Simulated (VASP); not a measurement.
# Ag3O (P-31m) in VASP: further runs, part 2 of 2

VASP 6.6.1. The steps go on from the part before.

**4. Single point, r2SCAN**

This run uses another cell than the first one, of 15.26 Å³/atom.

Contents of POSCAR:

```
Ag3O
1.0
    5.3244312437      0.0000000000      0.0000000000
   -2.6622156218      4.6110927177      0.0000000000
    0.0000000000      0.0000000000      4.9715554944
Ag O
6 2
Direct
    0.3111543287      0.0000000000      0.2205968724
    0.0000000000      0.3111543287      0.2205968724
    0.6888456713      0.6888456713      0.2205968724
    0.0000000000      0.6888456713      0.7794031276
    0.6888456713      0.0000000000      0.7794031276
    0.3111543287      0.3111543287      0.7794031276
    0.3333333333      0.6666666667      0.5000000000
    0.6666666667      0.3333333333      0.5000000000
```

Contents of INCAR.step1:

```
SYSTEM = Ag3O
ALGO     = Normal         ! electronic algorithm
EDIFF    = 1E-4           ! SCF threshold, eV
ENCUT    = 520            ! plane-wave cutoff, eV
GGA      = PE             ! functional
ISMEAR   = -1             ! smearing method
LASPH    = .True.         ! aspherical terms in the spheres
LCHARG   = .False.        ! write CHGCAR
LREAL    = .False.        ! projectors in reciprocal space
LWAVE    = .True.         ! write WAVECAR
NBANDS   = 49             ! bands
NELM     = 60             ! most SCF steps
PREC     = Accurate       ! precision mode
SIGMA    = 0.1            ! smearing width, eV
```

Contents of INCAR.step2:

```
SYSTEM = Ag3O
ALGO     = Normal         ! electronic algorithm
EDIFF    = 1E-6           ! SCF threshold, eV
ENCUT    = 520            ! plane-wave cutoff, eV
ISIF     = 2              ! what is computed and relaxed
ISMEAR   = -1             ! smearing method
ISTART   = 1            
LASPH    = .True.         ! aspherical terms in the spheres
LCHARG   = .False.        ! write CHGCAR
LMIXTAU  = .True.       
LREAL    = .False.        ! projectors in reciprocal space
LWAVE    = .False.        ! write WAVECAR
METAGGA  = R2SCAN         ! meta-GGA
NBANDS   = 49             ! bands
NELM     = 60             ! most SCF steps
PREC     = Accurate       ! precision mode
SIGMA    = 0.1            ! smearing width, eV
```

Contents of KPOINTS:

```
k-points
0
Gamma
  7 7 6
  0 0 0
```

Potentials or basis: VASP PAW PBE potentials, release 64 (Ag, O).

Started as:

```bash
> cat potpaw_PBE.64/Ag/POTCAR potpaw_PBE.64/O/POTCAR > POTCAR
> cp INCAR.step1 INCAR
> mpirun -np 1 vasp_std > vasp.out
> cp INCAR.step2 INCAR
> mpirun -np 1 vasp_std > vasp.out
```

OUTCAR:

```text
SYSTEM = Ag3O
   EDIFF = 1E-6
   ENCUT = 520
   ISIF = 2
   ISMEAR = -1
   ISTART = 1
   LASPH = .True.
   LREAL = .False.
   METAGGA = R2SCAN
   NELM = 60
   PREC = Accurate

 ion  position               nearest neighbor table
   1  0.311  0.000  0.221-   7 2.30   8 2.30   6 2.75   4 2.75   2 2.87   3 2.87   5 2.98   2 3.18
                             3 3.18   3 3.18   2 3.18   6 3.23   4 3.23   5 3.43
   2  0.000  0.311  0.221-   8 2.30   7 2.30   5 2.75   6 2.75   3 2.87   1 2.87   4 2.98   1 3.18
                             3 3.18   3 3.18   1 3.18   5 3.23   6 3.23   4 3.43
   3  0.689  0.689  0.221-   8 2.30   7 2.30   5 2.75   4 2.75   2 2.87   1 2.87   6 2.98   1 3.18
                             2 3.18   1 3.18   2 3.18   5 3.23   4 3.23   6 3.43
   4  0.000  0.689  0.779-   7 2.30   8 2.30   1 2.75   3 2.75   6 2.87   5 2.87   2 2.98   5 3.18
                             6 3.18   6 3.18   5 3.18   1 3.23   3 3.23   2 3.43
   5  0.689  0.000  0.779-   8 2.30   7 2.30   3 2.75   2 2.75   4 2.87   6 2.87   1 2.98   4 3.18
                             6 3.18   6 3.18   4 3.18   3 3.23   2 3.23   1 3.43
   6  0.311  0.311  0.779-   7 2.30   8 2.30   1 2.75   2 2.75   4 2.87   5 2.87   3 2.98   5 3.18
                             4 3.18   5 3.18   4 3.18   1 3.23   2 3.23   3 3.43
[... 212 lines left out ...]
      6       1.0767      2.00000
[... 1237 lines left out ...]
     48      16.3061      0.00000
     49      17.0338      0.00000

 [... further k-points ...]

------------------------ aborting loop because EDIFF is reached ----------------------------------------

  FORCE on cell =-STRESS in cart. coord.  units (eV):
  Direction    XX          YY          ZZ          XY          YZ          ZX
  --------------------------------------------------------------------------------------
  -------------------------------------------------------------------------------------
  Total        0.0778296      0.0778296      0.1443426      0.0000000      0.0000000     -0.0000000
  in kB        1.0216116      1.0216116      1.8946798      0.0000000      0.0000000     -0.0000000
  external PRESSURE =       1.3126344 kB  Pullay stress =       0.0000000 kB

 VOLUME and BASIS-vectors are now :
 -----------------------------------------------------------------------------
  energy-cutoff  :      520.00
  volume of cell :      122.06
      direct lattice vectors                 reciprocal lattice vectors
     5.324431244  0.000000000  0.000000000     0.187813487  0.108434167  0.000000000
    -2.662215622  4.611092718  0.000000000     0.000000000  0.216868335  0.000000000
     0.000000000  0.000000000  4.971555494     0.000000000  0.000000000  0.201144290

 POSITION                                       TOTAL-FORCE (eV/Angst)
 -----------------------------------------------------------------------------------
      1.65672      0.00000      1.09671        -0.001642      0.000000     -0.007004
     -0.82836      1.43476      1.09671         0.000821     -0.001422     -0.007004
      1.83386      3.17633      1.09671         0.000821      0.001422     -0.007004
     -1.83386      3.17633      3.87485        -0.000821      0.001422      0.007004
      3.66771      0.00000      3.87485         0.001642     -0.000000      0.007004
      0.82836      1.43476      3.87485        -0.000821     -0.001422      0.007004
     -0.00000      3.07406      2.48578         0.000000      0.000000      0.000000
      2.66222      1.53703      2.48578         0.000000     -0.000000     -0.000000
 -----------------------------------------------------------------------------------
    total drift:                                0.000000     -0.000000      0.000000

  FREE ENERGIE OF THE ION-ELECTRON SYSTEM (eV)
  ---------------------------------------------------
  free  energy   TOTEN  =      -141.1938053742 eV

  energy  without entropy=     -141.1562784885  energy(sigma->0) =     -141.17504193
```

OSZICAR.step1:

```text
N       E                     dE             d eps       ncg     rms          rms(c)
DAV:   1     0.591894360729E+03    0.59189E+03   -0.40891E+04  3920   0.159E+03
DAV:   2     0.393011704249E+00   -0.59150E+03   -0.56103E+03  4115   0.378E+02
DAV:   3    -0.318645255218E+02   -0.32258E+02   -0.31552E+02  4362   0.881E+01
DAV:   4    -0.322636654879E+02   -0.39914E+00   -0.39857E+00  4163   0.101E+01
DAV:   5    -0.322657503104E+02   -0.20848E-02   -0.20844E-02  4495   0.740E-01    0.184E+01
DAV:   6    -0.275202500870E+02    0.47455E+01   -0.23642E+01  5346   0.388E+01    0.144E+01
DAV:   7    -0.267156017769E+02    0.80465E+00   -0.45228E+00  4385   0.143E+01    0.848E+00
DAV:   8    -0.266934802322E+02    0.22122E-01   -0.11704E+00  4064   0.501E+00    0.248E+00
DAV:   9    -0.266846690839E+02    0.88111E-02   -0.54369E-02  4957   0.144E+00    0.398E-01
DAV:  10    -0.266832972416E+02    0.13718E-02   -0.14693E-02  4510   0.771E-01    0.202E-01
DAV:  11    -0.266830010813E+02    0.29616E-03   -0.12914E-03  4060   0.189E-01    0.640E-02
DAV:  12    -0.266829990131E+02    0.20682E-05   -0.88369E-05  2531   0.521E-02
   1 F= -.26682999E+02 E0= -.26659815E+02  d E =-.463676E-01
```

Run time: 16 min. Hardware: 1 thread of Intel Xeon 8259CL, shared host; peak memory 0.37 GiB.

What came out:

| Quantity | Value |
| --- | --- |
| Free energy | -141.1938 eV |
| Pressure | 0.1 GPa |
| Largest force | 0.007 eV/Å |
| Band gap on the k mesh | zero (bands 39 and 40 overlap by 0.16 eV) |

Forces in eV/Å, atoms in the order of the input:
```
Ag  -0.002  0.000 -0.007
Ag   0.001 -0.001 -0.007
Ag   0.001  0.001 -0.007
Ag  -0.001  0.001  0.007
Ag   0.002  0.000  0.007
Ag  -0.001 -0.001  0.007
O    0.000  0.000  0.000
O    0.000  0.000  0.000
```

Levels at points of the mesh, in eV from the Fermi level:
| k point | band 35 | band 36 | band 37 | band 38 | band 39 | band 40 | band 41 | band 42 | band 43 | band 44 |
| --- | --- | --- | --- | --- | --- | --- | --- | --- | --- | --- |
| (0.00, 0.00, 0.00) | -1.74 | -1.74 | -0.83 | -0.83 | 0.07 | 1.99 | 4.54 | 4.54 | 5.48 | 5.77 |
| (0.00, 0.00, 0.50) | -1.73 | -1.25 | -1.25 | -0.85 | -0.49 | 0.06 | 4.45 | 4.45 | 4.65 | 4.65 |

Caveat: the PAW data sets were made with another functional, which shifts forces and pressure a little.

**5. Summary**

| level | potentials or basis | cell | gap on the mesh (eV) | pressure (GPa) | largest force (eV/Å) |
| --- | --- | --- | --- | --- | --- |
| LDA | VASP PAW LDA potentials, release 64 (Ag, O) | a = 5.148, b = 5.148, c = 4.950 Å, angles 90.0, 90.0, 120.0°, 8 atoms, atomic positions A | none | 0.0 | 0.01 |
| PBEsol | VASP PAW PBE potentials, release 64 (Ag, O) | a = 5.225, b = 5.225, c = 5.001 Å, angles 90.0, 90.0, 120.0°, 8 atoms, atomic positions B | none | -0.3 | - |
| r2SCAN | VASP PAW PBE potentials, release 64 (Ag, O) | a = 5.324, b = 5.324, c = 4.972 Å, angles 90.0, 90.0, 120.0°, 8 atoms, atomic positions C | none | 0.1 | 0.01 |

Alike in all rows: task single point; no spin polarisation; k mesh 7 × 7 × 6; cutoff (eV) 520; smearing fermi-dirac 0.1 eV.

Caveats: the PAW data sets were made with another functional, which shifts forces and pressure a little (at least some runs).

Absolute energies hang on the potentials; compare differences alone.
